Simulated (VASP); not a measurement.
Wanted: the native input for a VASP 6.6.1 run.

```
Task                   : single point
Functional             : PBEsol
Potentials or basis    : VASP PAW PBE potentials, release 64 (Co, O)
Cutoff                 : 520 eV
k mesh                 : 16 × 16 × 16
Occupations            : fermi-dirac, width 0.05 eV
Spin                   : collinear spin, ferromagnetic start
Starting moments       : [2.0, 0.0] μB
Dipole correction      : no
Further INCAR settings : ALGO = Normal; EDIFF = 1e-06; NBANDS = 18
```

The structure of CoO lies in POSCAR:

```
CoO
1.0
    0.0000000000      2.1595492692      2.1595492692
    2.1595492692      0.0000000000      2.1595492692
    2.1595492692      2.1595492692      0.0000000000
Co O
1 1
Direct
    0.0000000000      0.0000000000      0.0000000000
    0.5000000000      0.5000000000      0.5000000000
```

This cell differs from its parent crystal: volume scaled by 1.04.

The input as run:

INCAR

```
PREC = Accurate
ENCUT = 520
EDIFF = 1E-6
ISMEAR = -1
SIGMA = 0.05
LREAL = False
LASPH = True
NELM = 150
ALGO = Normal
ISIF = 2
LWAVE = False
LCHARG = False
ISPIN = 2
MAGMOM = 2 0
LORBIT = 11
LMAXMIX = 4
GGA = PS
NBANDS = 18
```

KPOINTS

```
regular mesh
0
Gamma
  16 16 16
```

Potentials or basis: VASP PAW PBE potentials, release 64 (Co, O).

The run is started by

```bash
$ cat potpaw_PBE.64/Co/POTCAR potpaw_PBE.64/O/POTCAR > POTCAR
$ mpirun -np 1 vasp_std > vasp.out
```

Results of the run:

```json
{
 "Pressure": "-16.9 GPa",
 "Band gap on the k mesh": "zero (filled and empty bands overlap)",
 "Net moment": "2.99 μB per cell",
 "Site moments": "Co +2.60; O +0.33 μB",
 "Valence electrons inside the program's atomic spheres": "Co 7.73; O 4.93"
}
```

Caveat: the PAW data sets were made with another functional, which shifts forces and pressure a little; a cell with one magnetic atom can't hold antiferromagnetic order, which such compounds often take; semilocal functionals often make such compounds metallic where correlation or magnetic order opens a gap, which also shifts bond lengths.

Wall time 36 s on 1 thread of Intel(R) Xeon(R) 6975P-C (Granite Rapids), with other jobs on the host, peak memory 0.21 GiB.
